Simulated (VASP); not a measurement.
Wanted: the native input for a VASP 6.6.1 run.

| Quantity | Value |
| --- | --- |
| Task | single point |
| Functional | PBEsol |
| Potentials or basis | VASP PAW PBE potentials, release 64 (Pb_d, Si) |
| Cutoff | 520 eV |
| k mesh | 11 × 11 × 11 |
| Occupations | fermi-dirac, width 0.08 eV |
| Spin | no spin polarisation |
| Dipole correction | no |
| Further INCAR settings | ALGO = Normal; EDIFF = 1e-07; NBANDS = 16 |

The structure of SiPb (CsCl type) lies in POSCAR:

```
SiPb
1.0
    3.4818723644      0.0000000000      0.0000000000
    0.0000000000      3.4818723644      0.0000000000
    0.0000000000      0.0000000000      3.4818723644
Pb Si
1 1
Direct
    0.0000000000      0.0000000000      0.0000000000
    0.5000000000      0.5000000000      0.5000000000
```

This cell differs from its parent crystal: volume scaled by 0.92.

One way to write it, as run:

INCAR

```
SYSTEM = SiPb
ALGO = Normal
EDIFF = 1E-7
ENCUT = 520
GGA = PS
ISIF = 2
ISMEAR = -1
LASPH = .True.
LCHARG = .False.
LREAL = .False.
LWAVE = .False.
NBANDS = 16
NELM = 80
PREC = Accurate
SIGMA = 0.08
```

KPOINTS

```
k-points
0
Gamma
  11 11 11
  0 0 0
```

Potentials or basis: VASP PAW PBE potentials, release 64 (Pb_d, Si).

Command:

```bash
$ cat potpaw_PBE.64/Pb_d/POTCAR potpaw_PBE.64/Si/POTCAR > POTCAR
$ mpirun -np 1 vasp_std > vasp.out
```

Results of the run:

The pressure is 6.2 GPa and the band gap on the k mesh is zero (band 9 reaches 10.84 eV, above the bottom of band 10 at 6.51 eV).

Caveat: the PAW data sets were made with another functional, which shifts forces and pressure a little; spin-orbit coupling is left out, which moves the levels of the heavy elements.

Run time: 26 s on 1 thread of Intel Xeon 6975P-C, with other jobs on the host, peak memory 0.18 GiB.
